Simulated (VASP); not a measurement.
# NaOs12 (a cell with a defect) in VASP: single point with LDA

Aim: the single point of NaOs12 (a cell with a defect) with LDA.

Program: VASP 6.6.1. These are calculated values, not measurements. Logs are shortened: lines on timing, memory, paths and dates and some standing lists are left out, and cuts for length are marked.

**1. The cell of the first run**

The cell holds a defect, 13 atoms: a = 5.480 Å, b = 8.220 Å, c = 4.326 Å, α = 90.00°, β = 90.00°, γ = 120.00°.

**2. Single point, LDA**

The input, INCAR:

```
PREC = Accurate ; ENCUT = 520
EDIFF = 1E-7 ; ISMEAR = 0
SIGMA = 0.05 ; LREAL = False
LASPH = True ; NELM = 60
ALGO = Normal ; ISIF = 2
LWAVE = False ; LCHARG = False
GGA = CA ; NBANDS = 64
```

The input, KPOINTS:

```
Automatic mesh
0
Gamma
  4 3 4
```

The input, POSCAR:

```
NaOs12
1.0
    5.4800000000      0.0000000000      0.0000000000
   -4.1100000000      7.1187290000      0.0000000000
    0.0000000000      0.0000000000      4.3264600000
Os Na
12 1
Direct
   -0.0235220237     -0.0045181930     -0.0345459015
    0.1501649178      0.2330547706      0.5152472806
    0.0049704306      0.3390911101      0.0221644425
    0.1883429864      0.5614522168      0.4940472772
   -0.0113914488      0.6594598331      0.0250150688
    0.1008770382      0.8350207231      0.5431862302
    0.5108923232     -0.0121967202     -0.0920044896
    0.7284342950      0.2744578160      0.5444855840
    0.4963783840      0.3498583905     -0.0117974310
    0.6410247768      0.5510641482      0.4931975405
    0.5047326267      0.6720755523     -0.0008683205
    0.6687532846      0.8958964472      0.4544262352
    0.3677609091      0.0797670053      0.2944829835
```

Potentials or basis: VASP PAW LDA potentials, release 64 (Os, Na_pv).

Command:

```console
$ cat potpaw_LDA.64/Os/POTCAR potpaw_LDA.64/Na_pv/POTCAR > POTCAR
$ mpirun -np 1 vasp_std > vasp.out
```

OUTCAR:

```text
PREC = Accurate
   ENCUT = 520
   EDIFF = 1E-7
   ISMEAR = 0
   LREAL = False
   LASPH = True
   NELM = 60
   ISIF = 2
   GGA = CA

 ion  position               nearest neighbor table
   1  0.976  0.995  0.965-  13 2.37   7 2.53   6 2.54  12 2.57   2 2.58  11 2.63  12 2.65   3 2.76
                             5 2.81   9 2.88   2 2.92   7 2.97   6 3.06
   2  0.150  0.233  0.515-  13 2.33   8 2.50   3 2.58   1 2.58   4 2.60   9 2.62   3 2.63  10 2.65
                            12 2.72   9 2.81   1 2.92   8 3.02   6 3.15
   3  0.005  0.339  0.022-   8 2.46   2 2.58   4 2.58   8 2.62   2 2.63   9 2.65   5 2.68  11 2.74
                             1 2.76   4 2.78   9 2.84   7 2.85
   4  0.188  0.561  0.494-   8 2.45  10 2.52   6 2.53   3 2.58   2 2.60  11 2.62   5 2.62  11 2.65
                            12 2.70   3 2.78   5 2.83  10 2.96
   5  0.989  0.659  0.025-   6 2.43   6 2.57  10 2.61   4 2.62   9 2.63   3 2.68  11 2.71  11 2.78
                             1 2.81   4 2.83   7 2.83  10 2.83
   6  0.101  0.835  0.543-  13 2.10   5 2.43  10 2.44   7 2.51   4 2.53   1 2.54   5 2.57  12 2.68
                            12 2.92   1 3.06   2 3.15   7 3.37
   7  0.511  0.988  0.908-  13 2.14  12 2.41   6 2.51   1 2.53   8 2.58  11 2.61  12 2.75   5 2.83
                             3 2.85  13 2.97   1 2.97   9 3.04   6 3.37
   8  0.728  0.274  0.544-  13 2.12   4 2.45   3 2.46   2 2.50   9 2.54  10 2.56   7 2.58   3 2.62
                             9 2.93  12 2.99   2 3.02
   9  0.496  0.350  0.988-  13 2.37   8 2.54  10 2.58  10 2.61   2 2.62  11 2.63   5 2.63   3 2.65
                             2 2.81   3 2.84   1 2.88   8 2.93   7 3.04
  10  0.641  0.551  0.493-   6 2.44   4 2.52   8 2.56   9 2.58   9 2.61   5 2.61  11 2.62   2 2.65
                            11 2.66  12 2.77   5 2.83   4 2.96
  11  0.505  0.672  0.999-  12 2.53   7 2.61   4 2.62  10 2.62   9 2.63   1 2.63   4 2.65  10 2.66
                             5 2.71   3 2.74   5 2.78  12 2.84
  12  0.669  0.896  0.454-   7 2.41  11 2.53   1 2.57   1 2.65   6 2.68   4 2.70   2 2.72   7 2.75
                            10 2.77  13 2.82  11 2.84   6 2.92   8 2.99
  13  0.368  0.080  0.294-   6 2.10   8 2.12   7 2.14   2 2.33   9 2.37   1 2.37  12 2.82   7 2.97

  LATTYP: Found a simple monoclinic cell.
 ALAT       =     5.4800000000
 B/A-ratio  =     0.7895000000
 C/A-ratio  =     1.3228756879
 COS(beta)  =    -0.1889822319

  Lattice vectors:

 A1 = (   5.4800000000,   0.0000000000,   0.0000000000)
 A2 = (   0.0000000000,   0.0000000000,   4.3264600000)
 A3 = (  -1.3700000000,  -7.1187290000,   0.0000000000)

Analysis of symmetry for initial positions (statically):
=====================================================================
 Subroutine PRICEL returns:
 Original cell was already a primitive cell.

 Routine SETGRP: Setting up the symmetry group for a
 simple monoclinic supercell.

 Subroutine GETGRP returns: Found  1 space group operations
 (whereof  1 operations were pure point group operations)
 out of a pool of  4 trial point group operations.

The static configuration has the point symmetry C_1 .

Analysis of symmetry for dynamics (positions and initial velocities):
=====================================================================
 Subroutine PRICEL returns:
 Original cell was already a primitive cell.

 Routine SETGRP: Setting up the symmetry group for a
 simple monoclinic supercell.

 Subroutine GETGRP returns: Found  1 space group operations
 (whereof  1 operations were pure point group operations)
 out of a pool of  4 trial point group operations.

The dynamic configuration has the point symmetry C_1 .

 Subroutine INISYM returns: Found  1 space group operations
 (whereof  1 operations are pure point group operations),
 and found     1 'primitive' translations

----------------------------------------------------------------------------------------

                                     Primitive cell

  volume of cell :     168.7780

  direct lattice vectors                    reciprocal lattice vectors
     5.480000000  0.000000000  0.000000000     0.182481752  0.105355886  0.000000000
    -4.110000000  7.118729000  0.000000000     0.000000000  0.140474514  0.000000000
     0.000000000  0.000000000  4.326460000     0.000000000  0.000000000  0.231135848

  length of vectors
     5.480000000  8.220000157  4.326460000     0.210711776  0.140474514  0.231135848
[... 45 lines left out ...]
     0.000000000  0.000000000  0.057783962     0.000000000  0.000000000  0.250000000

  Length of vectors
     0.052677944  0.046824838  0.057783962

  Shift w.r.t. Gamma in fractional coordinates (k-lattice)
     0.000000000  0.000000000  0.000000000

 Subroutine IBZKPT returns following result:
 ===========================================

 Found     26 irreducible k-points:

 Following reciprocal coordinates:
            Coordinates               Weight
  0.000000  0.000000  0.000000      1.000000
  0.250000  0.000000  0.000000      2.000000
  0.500000  0.000000  0.000000      1.000000
  0.000000  0.333333  0.000000      2.000000
  0.250000  0.333333  0.000000      2.000000
  0.500000  0.333333  0.000000      2.000000
[... 16 lines left out ...]
  0.000000  0.333333  0.500000      2.000000
  0.250000  0.333333  0.500000      2.000000
 [... further k-points ...]
   k-points           NKPTS =     26   k-points in BZ     NKDIM =     26   number of bands    NBANDS=     64
   number of dos      NEDOS =    301   number of ions     NIONS =     13
   total plane-waves  NPLWV =  86016
   dimension x,y,z NGX =    42 NGY =   64 NGZ =   32
   dimension x,y,z NGXF=    84 NGYF=  128 NGZF=   64
   ions per type =              12   1
   NGX,Y,Z   is equivalent  to a cutoff of  12.74, 12.94, 12.30 a.u.
   NGXF,Y,Z  is equivalent  to a cutoff of  25.48, 25.89, 24.59 a.u.
 SYSTEM =  unknown system
   PREC   = accura    normal or accurate (medium, high low for compatibility)
   ISTART =      0    job   : 0-new  1-cont  2-samecut
   ICHARG =      2    charge: 1-file 2-atom 10-const
   ISPIN  =      1    spin polarized calculation?
   LNONCOLLINEAR =      F non collinear calculations
   LSORBIT =      F    spin-orbit coupling
   LASPH  =      T    aspherical Exc in radial PAW
   ENCUT  =  520.0 eV  38.22 Ry    6.18 a.u.  10.19 15.28  8.04*2*pi/ulx,y,z
   NELM   =     60;   NELMIN=  2; NELMDL= -5     # of ELM steps
   EDIFF  = 0.1E-06   stopping-criterion for ELM
   LREAL  =      F    real-space projection
   EDIFFG = 0.1E-05   stopping-criterion for IOM
   NSW    =      0    number of steps for IOM
   IBRION =     -1    ionic relax: 0-MD 1-quasi-New 2-CG
   NFREE  =      0    steps in history (QN), initial steepest desc. (CG)
   ISIF   =      2    stress and relaxation
   ISYM   =      2    0-nonsym 1-usesym 2-fastsym
   POTIM  = 0.5000    time-step for ionic-motion
   TEBEG  =    0.0;   TEEND  =   0.0 temperature during run
   PSTRESS=    0.0 pullay stress
   NELECT =     103.0000    total number of electrons
   NUPDOWN=      -1.0000    fix difference up-down
   EMIN   =  10.00;   EMAX   =-10.00  energy-range for DOS
   EFERMI =   0.00;   METHOD = LEGACY
   ISMEAR =     0;   SIGMA  =   0.05  broadening in eV -4-tet -1-fermi 0-gaus
   EFERMI_NEDOS =   21; number of points for ismear=-14 and -15
   IALGO  =     38    algorithm
   IMIX   =      4    mixing-type and parameters
     AMIX     =   0.40;   BMIX     =  1.00
     AMIX_MAG =   1.60;   BMIX_MAG =  1.00
  volume/ion in A,a.u.               =      12.98        87.61
  Fermi-wavevector in a.u.,A,eV,Ry     =   1.388615  2.624103 26.235474  1.928253
  Thomas-Fermi vector in A             =   2.512725
   LORBIT       =      0    0 simple, 1 ext, 2 COOP (PROOUT), +10 PAW based schemes
   GGA     = CA    functional components
   LHFCALC =     F    Hartree Fock is set to
   AEXX    =    0.0000 exact exchange contribution
   IVDW    =     0    specifies the selected vdW correction
   LEPSILON=     F    determine dielectric tensor
   LRPA    =     F    only Hartree local field effects (RPA)
 non-spin polarized calculation
 Gauss-broadening in eV      SIGMA  =   0.05
  energy-cutoff  :      520.00
  volume of cell :      168.78
 maximum number of plane-waves:      4560
 NGX is ok and might be reduce to    42
   NGX = 21   NGY = 31   NGZ = 17

 number of electron     102.9999999 magnetization

 Free energy of the ion-electron system (eV)
  ---------------------------------------------------
  ext. energy  EPLUGINS =         0.00000000
  ---------------------------------------------------
  free energy    TOTEN  =      -141.13075943 eV

  energy without entropy =     -141.12329628  energy(sigma->0) =     -141.12702785

 E-fermi :  10.0968     XC(G=0): -14.3262

 val. band max:       10.0887922696   @ k =   0.0000   0.0000   0.2500
 cond. band min:      10.1243146833   @ k =   0.2500   0.0000   0.0000
 fundamental gap:      0.0355224136
 Fermi energy:        10.0968336747

 k-point     1 :       0.0000    0.0000    0.0000
  band No.  band energies     occupation
      1     -15.3747      2.00000
      2     -15.2825      2.00000
      3     -15.0974      2.00000
      4      -1.0566      2.00000
      5       1.9882      2.00000
      6       2.0481      2.00000
[... 1573 lines left out ...]
     62      11.8181      0.00000
     63      11.9383      0.00000

 [... further k-points ...]

 [bands above 63 left out]

------------------------ aborting loop because EDIFF is reached ----------------------------------------

  FORCE on cell =-STRESS in cart. coord.  units (eV):
  Direction    XX          YY          ZZ          XY          YZ          ZX
  --------------------------------------------------------------------------------------
  -------------------------------------------------------------------------------------
  Total       32.8582879     38.9661624     42.0803758      5.3106327      2.8024776     -3.5337707
  in kB      311.9175429    369.8984460    399.4610881     50.4128365     26.6033924    -33.5454201
  external PRESSURE =     360.4256923 kB  Pullay stress =       0.0000000 kB

 VOLUME and BASIS-vectors are now :
 -----------------------------------------------------------------------------
  energy-cutoff  :      520.00
  volume of cell :      168.78
      direct lattice vectors                 reciprocal lattice vectors
     5.480000000  0.000000000  0.000000000     0.182481752  0.105355886  0.000000000
    -4.110000000  7.118729000  0.000000000     0.000000000  0.140474514  0.000000000
     0.000000000  0.000000000  4.326460000     0.000000000  0.000000000  0.231135848

 POSITION                                       TOTAL-FORCE (eV/Angst)
 -----------------------------------------------------------------------------------
      1.25967      7.08657      4.17700        -0.004668     -0.003761     -0.012541
     -0.13495      1.65905      2.22920        -0.002951     -0.015338      0.012766
     -1.36643      2.41390      0.09589         0.002555     -0.016677     -0.001327
     -1.27545      3.99683      2.13748         0.009367     -0.006080     -0.021537
      2.70719      4.69452      0.10823        -0.000649      0.008606     -0.002978
     -2.87913      5.94429      2.35007         0.013075      0.028964      0.008224
     -1.26018      7.03190      3.92841        -0.005243     -0.000676      0.002867
      2.86380      1.95379      2.35570        -0.020089     -0.018755     -0.002897
      1.28224      2.49055      4.27542         0.002502     -0.002361     -0.013669
      1.24794      3.92288      2.13380         0.006906      0.016235     -0.007771
      0.00370      4.78432      4.32270        -0.002492      0.016197      0.020146
     -0.01737      6.37764      1.96606        -0.019573      0.007332      0.002253
      1.68749      0.56784      1.27407         0.021259     -0.013688      0.016462
 -----------------------------------------------------------------------------------
    total drift:                               -0.000473      0.000381     -0.000146

  FREE ENERGIE OF THE ION-ELECTRON SYSTEM (eV)
  ---------------------------------------------------
  free  energy   TOTEN  =      -141.1307594280 eV

  energy  without entropy=     -141.1232962807  energy(sigma->0) =     -141.12702785
```

Wall time 6.8 min (1 thread of Intel Xeon Platinum 8488C (Sapphire Rapids), shared host); peak memory 0.35 GiB.

What came out:

- Free energy: -141.1308 eV
- Pressure: 36.0 GPa
- Largest force: 0.033 eV/Å

Forces in eV/Å, atoms in the order of the input:
```
Os  -0.005 -0.004 -0.013
Os  -0.003 -0.015  0.013
Os   0.003 -0.017 -0.001
Os   0.009 -0.006 -0.022
Os  -0.001  0.009 -0.003
Os   0.013  0.029  0.008
Os  -0.005 -0.001  0.003
Os  -0.020 -0.019 -0.003
Os   0.003 -0.002 -0.014
Os   0.007  0.016 -0.008
Os  -0.002  0.016  0.020
Os  -0.020  0.007  0.002
Na   0.021 -0.014  0.016
```

Stress tensor (GPa, compression positive):
```
31.19  5.04 -3.35
 5.04 36.99  2.66
-3.35  2.66 39.95
```

Levels at points of the mesh, in eV from the Fermi level:
| k point | band 49 | band 50 | band 51 | band 52 | band 53 | band 54 |
| --- | --- | --- | --- | --- | --- | --- |
| (0.00, 0.00, 0.00) | -0.66 | -0.47 | -0.10 | 0.18 | 0.43 | 0.59 |
| (0.50, 0.00, 0.00) | -0.97 | -0.82 | -0.67 | -0.57 | -0.22 | 0.10 |
| (0.00, 0.00, 0.50) | -0.52 | -0.35 | 0.09 | 0.18 | 0.34 | 0.43 |
| (0.50, 0.00, 0.50) | -0.91 | -0.80 | -0.66 | 0.10 | 0.17 | 0.29 |

Caveat: the k points lie up to 0.36 Å⁻¹ apart; spin-orbit coupling is left out, which moves the levels of the heavy elements.
